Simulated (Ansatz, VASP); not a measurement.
## One calculation of Cd, two programs

```xyz
2
Lattice="2.8819 0.0000 0.0000 -1.4409 2.4958 0.0000 0.0000 0.0000 5.6384" Properties=species:S:1:pos:R:3 pbc="T T T"
Cd    0.0000    1.6638    1.4096
Cd    1.4409    0.8319    4.2288
```

Alike in both runs: task single point; functional LDA; k mesh 6 × 6 × 3; occupations fermi-dirac, width 0.1 eV; no spin polarisation.

|  | VASP | Ansatz |
| --- | --- | --- |
| version | VASP 6.6.1 | Ansatz 0.2.0 |
| potentials or method | VASP PAW LDA potentials, release 64 (Cd), cutoff 520 eV | plane waves (420 eV) with PAW, scalar-relativistic |
| valence electrons in the cell | 24 | 40 |

|  | VASP | Ansatz | Ansatz less VASP |
| --- | --- | --- | --- |
| pressure (GPa) | 0.7 | 0.0 | -0.69 |
| traceless stress, the component that is largest in VASP (GPa) | -1.15 | -0.86 | +0.295 |

Ansatz warns that its potentials were made for another functional, while VASP's fit it. LDA's correlation is that of Perdew and Zunger in VASP and of Perdew and Wang (1992) in Ansatz. VASP's potentials hold 24 valence electrons a cell and Ansatz's 40, so a difference there can come from the potentials and not from the codes.

The k mesh is coarse, so the values compare programs but aren't converged.
